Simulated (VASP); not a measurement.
# MgO (dscan) (Fm-3m) in VASP: further runs

Runs on MgO (dscan). Level: r2SCAN. Tasks: single point, relaxation of cell and atoms.

Everything below comes from runs of VASP 6.6.1. Logs are shortened: lines on timing, memory, paths and dates and some standing lists are left out, and cuts for length are marked.

**Measured values to compare with.**

“Electronic structure of alkaline earth and post-transition metal oxides”, 2009, arxiv:0908.1581 quotes, for a bulk crystal of MgO: band gap 7.83 eV.

The runs below are set against these values where they give the same quantity.

## (1) The cell of the first run

The structure is cubic, space group Fm-3m (No. 225). The conventional cell has a = 4.208 Å, b = 4.208 Å, c = 4.208 Å, α = 90.00°, β = 90.00°, γ = 90.00°. Mg (site symmetry m-3m) has 6 O at 2.10 Å within 2.8 Å. O (site symmetry m-3m) has 6 Mg at 2.10 Å within 2.8 Å.

## (2) Single point, r2SCAN

POSCAR reads:

```
MgO
1.0
    0.0000000000      2.1037661437      2.1037661437
    2.1037661437      0.0000000000      2.1037661437
    2.1037661437      2.1037661437      0.0000000000
Mg O
1 1
Direct
    0.0000000000      0.0000000000      0.0000000000
    0.5000000000      0.5000000000      0.5000000000
```

INCAR.step1 reads:

```
ALGO     = Normal         # electronic algorithm
EDIFF    = 1E-4           # SCF threshold, eV
ENCUT    = 520            # plane-wave cutoff, eV
GGA      = PE             # functional
ISMEAR   = 0              # smearing method
LASPH    = True           # aspherical terms in the spheres
LCHARG   = False          # write CHGCAR
LREAL    = False          # projectors in reciprocal space
LWAVE    = True           # write WAVECAR
NBANDS   = 11             # bands
NELM     = 100            # most SCF steps
PREC     = Accurate       # precision mode
SIGMA    = 0.02           # smearing width, eV
```

INCAR.step2 reads:

```
ALGO     = Normal         # electronic algorithm
EDIFF    = 1E-7           # SCF threshold, eV
ENCUT    = 520            # plane-wave cutoff, eV
ISIF     = 2              # what is computed and relaxed
ISMEAR   = 0              # smearing method
ISTART   = 1            
LASPH    = True           # aspherical terms in the spheres
LCHARG   = True           # write CHGCAR
LELF     = True           # ELF
LMIXTAU  = True         
LREAL    = False          # projectors in reciprocal space
LVHAR    = True         
LWAVE    = False          # write WAVECAR
METAGGA  = R2SCAN         # meta-GGA
NBANDS   = 11             # bands
NELM     = 100            # most SCF steps
PREC     = Accurate       # precision mode
SIGMA    = 0.02           # smearing width, eV
```

KPOINTS reads:

```
k-points
0
Gamma
  8 8 8
```

Potentials or basis: VASP PAW PBE potentials, release 64 (Mg, O).

Run with:

```bash
$ cat potpaw_PBE.64/Mg/POTCAR potpaw_PBE.64/O/POTCAR > POTCAR
$ cp INCAR.step1 INCAR
$ mpirun -np 1 vasp_std > vasp.out
$ cp INCAR.step2 INCAR
$ mpirun -np 1 vasp_std > vasp.out
```

OUTCAR:

```text
EDIFF = 1E-7
   ENCUT = 520
   ISIF = 2
   ISMEAR = 0
   ISTART = 1
   LASPH = True
   LREAL = False
   METAGGA = R2SCAN
   NELM = 100
   PREC = Accurate

 ion  position               nearest neighbor table
   1  0.000  0.000  0.000-   2 2.10   2 2.10   2 2.10   2 2.10   2 2.10   2 2.10
   2  0.500  0.500  0.500-   1 2.10   1 2.10   1 2.10   1 2.10   1 2.10   1 2.10

  LATTYP: Found a face centered cubic cell.
 ALAT       =     4.2075322874

  Lattice vectors:

 A1 = (   0.0000000000,   2.1037661437,   2.1037661437)
 A2 = (   2.1037661437,   0.0000000000,   2.1037661437)
 A3 = (   2.1037661437,   2.1037661437,   0.0000000000)

Analysis of symmetry for initial positions (statically):
=====================================================================
 Subroutine PRICEL returns:
 Original cell was already a primitive cell.

 Routine SETGRP: Setting up the symmetry group for a
 face centered cubic supercell.

 Subroutine GETGRP returns: Found 48 space group operations
 (whereof 48 operations were pure point group operations)
 out of a pool of 48 trial point group operations.

The static configuration has the point symmetry O_h .

Analysis of symmetry for dynamics (positions and initial velocities):
=====================================================================
 Subroutine PRICEL returns:
 Original cell was already a primitive cell.

 Routine SETGRP: Setting up the symmetry group for a
 face centered cubic supercell.

 Subroutine GETGRP returns: Found 48 space group operations
 (whereof 48 operations were pure point group operations)
 out of a pool of 48 trial point group operations.

The dynamic configuration has the point symmetry O_h .

 Subroutine INISYM returns: Found 48 space group operations
 (whereof 48 operations are pure point group operations),
 and found     1 'primitive' translations

----------------------------------------------------------------------------------------

                                     Primitive cell

  volume of cell :      18.6218

  direct lattice vectors                    reciprocal lattice vectors
     0.000000000  2.103766144  2.103766144    -0.237669002  0.237669002  0.237669002
     2.103766144  0.000000000  2.103766144     0.237669002 -0.237669002  0.237669002
     2.103766144  2.103766144  0.000000000     0.237669002  0.237669002 -0.237669002

  length of vectors
     2.975174612  2.975174612  2.975174612     0.411654787  0.411654787  0.411654787

  position of ions in fractional coordinates (direct lattice)
     0.000000000  0.000000000  0.000000000
     0.500000000  0.500000000  0.500000000

  ion indices of the primitive-cell ions
   primitive index   ion index
                 1           1
                 2           2

----------------------------------------------------------------------------------------

 KPOINTS: k-points

Automatic generation of k-mesh.
 Grid dimensions read from file:
 generate k-points for:    8    8    8

 Generating k-lattice:

  Cartesian coordinates                     Fractional coordinates (reciprocal lattice)
    -0.029708625  0.029708625  0.029708625     0.125000000  0.000000000  0.000000000
     0.029708625 -0.029708625  0.029708625     0.000000000  0.125000000  0.000000000
     0.029708625  0.029708625 -0.029708625     0.000000000  0.000000000  0.125000000

  Length of vectors
     0.051456848  0.051456848  0.051456848

  Shift w.r.t. Gamma in fractional coordinates (k-lattice)
     0.000000000  0.000000000  0.000000000

 Subroutine IBZKPT returns following result:
 ===========================================

 Found     29 irreducible k-points:

 Following reciprocal coordinates:
            Coordinates               Weight
  0.000000  0.000000  0.000000      1.000000
  0.125000  0.000000  0.000000      8.000000
  0.250000  0.000000  0.000000      8.000000
  0.375000  0.000000  0.000000      8.000000
  0.500000  0.000000  0.000000      4.000000
  0.125000  0.125000  0.000000      6.000000
[... 16 lines left out ...]
  0.500000  0.250000  0.125000     48.000000
 -0.375000  0.250000  0.125000     24.000000
 [... further k-points ...]
   k-points           NKPTS =     29   k-points in BZ     NKDIM =     29   number of bands    NBANDS=     11
   number of dos      NEDOS =    301   number of ions     NIONS =      2
   total plane-waves  NPLWV =  13824
   dimension x,y,z NGX =    24 NGY =   24 NGZ =   24
   dimension x,y,z NGXF=    48 NGYF=   48 NGZF=   48
   ions per type =               1   1
   NGX,Y,Z   is equivalent  to a cutoff of  13.41, 13.41, 13.41 a.u.
   NGXF,Y,Z  is equivalent  to a cutoff of  26.82, 26.82, 26.82 a.u.
 SYSTEM =  unknown system
   PREC   = accura    normal or accurate (medium, high low for compatibility)
   ISTART =      1    job   : 0-new  1-cont  2-samecut
   ICHARG =      0    charge: 1-file 2-atom 10-const
   ISPIN  =      1    spin polarized calculation?
   LNONCOLLINEAR =      F non collinear calculations
   LSORBIT =      F    spin-orbit coupling
   LASPH  =      T    aspherical Exc in radial PAW
   ENCUT  =  520.0 eV  38.22 Ry    6.18 a.u.   5.53  5.53  5.53*2*pi/ulx,y,z
   NELM   =    100;   NELMIN=  2; NELMDL=  0     # of ELM steps
   EDIFF  = 0.1E-06   stopping-criterion for ELM
   LREAL  =      F    real-space projection
   EDIFFG = 0.1E-05   stopping-criterion for IOM
   NSW    =      0    number of steps for IOM
   IBRION =     -1    ionic relax: 0-MD 1-quasi-New 2-CG
   NFREE  =      0    steps in history (QN), initial steepest desc. (CG)
   ISIF   =      2    stress and relaxation
   ISYM   =      2    0-nonsym 1-usesym 2-fastsym
   POTIM  = 0.5000    time-step for ionic-motion
   TEBEG  =    0.0;   TEEND  =   0.0 temperature during run
   PSTRESS=    0.0 pullay stress
   NELECT =       8.0000    total number of electrons
   NUPDOWN=      -1.0000    fix difference up-down
   EMIN   =  10.00;   EMAX   =-10.00  energy-range for DOS
   EFERMI =   0.00;   METHOD = LEGACY
   ISMEAR =     0;   SIGMA  =   0.02  broadening in eV -4-tet -1-fermi 0-gaus
   EFERMI_NEDOS =   21; number of points for ismear=-14 and -15
   IALGO  =     38    algorithm
   IMIX   =      4    mixing-type and parameters
     AMIX     =   0.40;   BMIX     =  1.00
     AMIX_MAG =   1.60;   BMIX_MAG =  1.00
  volume/ion in A,a.u.               =       9.31        62.83
  Fermi-wavevector in a.u.,A,eV,Ry     =   1.235276  2.334333 20.761225  1.525907
  Thomas-Fermi vector in A             =   2.369932
   LORBIT       =      0    0 simple, 1 ext, 2 COOP (PROOUT), +10 PAW based schemes
   METAGGA = R2SCAN    functional components
   LHFCALC =     F    Hartree Fock is set to
   AEXX    =    0.0000 exact exchange contribution
   IVDW    =     0    specifies the selected vdW correction
   LEPSILON=     F    determine dielectric tensor
   LRPA    =     F    only Hartree local field effects (RPA)
 non-spin polarized calculation
 Gauss-broadening in eV      SIGMA  =   0.02
  energy-cutoff  :      520.00
  volume of cell :       18.62
 maximum number of plane-waves:       531
 NGX is ok and might be reduce to    24
   NGX = 11   NGY = 11   NGZ = 11

 number of electron       8.0000005 magnetization

 Free energy of the ion-electron system (eV)
  ---------------------------------------------------
  ext. energy  EPLUGINS =         0.00000000
  ---------------------------------------------------
  free energy    TOTEN  =       -16.16082076 eV

  energy without entropy =      -16.16082076  energy(sigma->0) =      -16.16082076

 E-fermi :   3.0131     XC(G=0): -11.6116

 val. band max:        2.7995327985   @ k =   0.0000   0.0000   0.0000
 cond. band min:       8.4362420383   @ k =   0.0000   0.0000   0.0000
 fundamental gap:      5.6367092398
 Fermi energy:         3.0131050297

 k-point     1 :       0.0000    0.0000    0.0000
  band No.  band energies     occupation
      1     -15.4176      2.00000
      2       2.7995      2.00000
      3       2.7995      2.00000
      4       2.7995      2.00000
      5       8.4362      0.00000
      6      19.6520      0.00000
      7      19.6520      0.00000
      8      19.6520      0.00000
      9      23.8065      0.00000
     10      25.5777      0.00000
     11      25.5777      0.00000

 k-point     2 :       0.1250    0.0000    0.0000
  band No.  band energies     occupation
      1     -15.2560      2.00000
      2       1.8717      2.00000
      3       2.6931      2.00000
      4       2.6931      2.00000
      5       9.3371      0.00000
      6      17.9787      0.00000
      7      20.0320      0.00000
      8      20.0320      0.00000
      9      24.6231      0.00000
     10      24.6231      0.00000
     11      26.0516      0.00000

 k-point     3 :       0.2500    0.0000    0.0000
  band No.  band energies     occupation
      1     -14.8390      2.00000
      2       0.1571      2.00000
      3       2.4474      2.00000
      4       2.4474      2.00000
      5      10.8149      0.00000
      6      16.4535      0.00000
      7      20.5748      0.00000
      8      20.5748      0.00000
      9      24.2374      0.00000
     10      24.2374      0.00000
     11      26.3297      0.00000
[... 267 lines left out ...]
 k-point    23 :       0.5000    0.2500    0.1250
  band No.  band energies     occupation
      1     -14.1761      2.00000
      2      -0.9124      2.00000
      3       1.0588      2.00000
      4       1.9109      2.00000
      5      13.2897      0.00000
      6      15.5308      0.00000
      7      17.9184      0.00000
      8      21.2040      0.00000
      9      23.7713      0.00000
     10      26.6417      0.00000
     11      30.4226      0.00000

 k-point    24 :      -0.3750    0.2500    0.1250
  band No.  band energies     occupation
      1     -14.0145      2.00000
      2      -1.2099      2.00000
      3       0.8508      2.00000
      4       1.7894      2.00000
      5      13.4477      0.00000
      6      16.1645      0.00000
      7      17.4787      0.00000
      8      20.9431      0.00000
      9      24.6089      0.00000
     10      26.3401      0.00000
     11      30.5679      0.00000

 [... further k-points ...]

------------------------ aborting loop because EDIFF is reached ----------------------------------------

  FORCE on cell =-STRESS in cart. coord.  units (eV):
  Direction    XX          YY          ZZ          XY          YZ          ZX
  --------------------------------------------------------------------------------------
  -------------------------------------------------------------------------------------
  Total       -0.1761231     -0.1761231     -0.1761231      0.0000000      0.0000000     -0.0000000
  in kB      -15.1532088    -15.1532088    -15.1532088      0.0000000      0.0000000     -0.0000000
  external PRESSURE =     -15.1532088 kB  Pullay stress =       0.0000000 kB

 VOLUME and BASIS-vectors are now :
 -----------------------------------------------------------------------------
  energy-cutoff  :      520.00
  volume of cell :       18.62
      direct lattice vectors                 reciprocal lattice vectors
     0.000000000  2.103766144  2.103766144    -0.237669002  0.237669002  0.237669002
     2.103766144  0.000000000  2.103766144     0.237669002 -0.237669002  0.237669002
     2.103766144  2.103766144  0.000000000     0.237669002  0.237669002 -0.237669002

 POSITION                                       TOTAL-FORCE (eV/Angst)
 -----------------------------------------------------------------------------------
      0.00000      0.00000      0.00000         0.000000      0.000000      0.000000
      2.10377      2.10377      2.10377         0.000000      0.000000     -0.000000
 -----------------------------------------------------------------------------------
    total drift:                               -0.000000     -0.000000      0.000000

  FREE ENERGIE OF THE ION-ELECTRON SYSTEM (eV)
  ---------------------------------------------------
  free  energy   TOTEN  =       -16.1608207574 eV

  energy  without entropy=      -16.1608207574  energy(sigma->0) =      -16.16082076
```

Run time: 27 s. Hardware: 1 thread of Intel Xeon 6975P-C, shared host; peak memory 0.14 GiB.

What came out:

- Free energy: -16.1608 eV
- Pressure: -1.5 GPa
- Band gap on the k mesh: 5.64 eV, direct

Caveat: the PAW data sets were made with another functional, which shifts forces and pressure a little.

(Part 1 of 2 ends here.)
